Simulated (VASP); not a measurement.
A run of VASP 6.6.1:

INCAR

```
SYSTEM = Ni2O3
PREC = Accurate ; ENCUT = 520
EDIFF = 1E-6 ; ISMEAR = -1
SIGMA = 0.06122561905347299 ; LREAL = .False.
LASPH = .True. ; NELM = 100
ALGO = Normal ; ISIF = 2
LWAVE = .False. ; LCHARG = .False.
GGA = PE ; NBANDS = 49
```

The input KPOINTS:

```
regular mesh
0
Gamma
  8 8 8
  0 0 0
```

The input POSCAR:

```
Ni2O3
1.0
    4.5168624681      0.0000000000      0.0000000000
    0.0000000000      4.5168624681      0.0000000000
    0.0000000000      0.0000000000      4.5168624681
Ni O
4 6
Direct
    0.2500000000      0.2500000000      0.2500000000
    0.7500000000      0.7500000000      0.2500000000
    0.7500000000      0.2500000000      0.7500000000
    0.2500000000      0.7500000000      0.7500000000
    0.5000000000      0.0000000000      0.0000000000
    0.0000000000      0.5000000000      0.0000000000
    0.0000000000      0.0000000000      0.5000000000
    0.5000000000      0.5000000000      0.0000000000
    0.5000000000      0.0000000000      0.5000000000
    0.0000000000      0.5000000000      0.5000000000
```

Potentials or basis: VASP PAW PBE potentials, release 64 (Ni, O).

Command:

```bash
$ cat potpaw_PBE.64/Ni/POTCAR potpaw_PBE.64/O/POTCAR > POTCAR
$ mpirun -np 1 vasp_std > vasp.out
```

Hardware: 1 thread of Intel(R) Xeon(R) Platinum 8488C (Sapphire Rapids), with other jobs on the host.

Q: Estimate the wall time of this run.

A: Run time: 2.5 min on 1 thread of Intel(R) Xeon(R) Platinum 8488C (Sapphire Rapids), with other jobs on the host, peak memory 0.27 GiB. Counts: scf iterations 16, k points 35.
